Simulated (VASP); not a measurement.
A run of VASP 6.6.1:

File INCAR:

```
SYSTEM = CsBr
PREC = Accurate ; ENCUT = 500
EDIFF = 1E-6 ; ISMEAR = 0
SIGMA = 0.05 ; LREAL = .False.
LASPH = .True. ; NELM = 120
ALGO = Normal ; ISIF = 2
LWAVE = .False. ; LCHARG = .False.
GGA = PS ; NBANDS = 15
GGA_COMPAT = .False.
```

KPOINTS

```
Automatic mesh
0
Gamma
  6 6 6
  0 0 0
```

POSCAR

```
CsBr
1.0
    4.2754027072      0.0000000000      0.0000000000
    0.0000000000      4.2754027072      0.0000000000
    0.0000000000      0.0000000000      4.2754027072
Cs Br
1 1
Direct
    0.0000000000      0.0000000000      0.0000000000
    0.5000000000      0.5000000000      0.5000000000
```

Potentials or basis: VASP PAW PBE potentials, release 64 (Cs_sv, Br).

Run with:

```console
$ cat potpaw_PBE.64/Cs_sv/POTCAR potpaw_PBE.64/Br/POTCAR > POTCAR
$ mpirun -np 1 vasp_std > vasp.out
```

Hardware: 1 thread of Intel Xeon 8259CL (shared host).

Question: How long does it take, and how much memory?

Answer: Wall time 23 s on 1 thread of Intel Xeon 8259CL, with other jobs on the host, peak memory 0.18 GiB. Counts: scf iterations 13, k points 20.
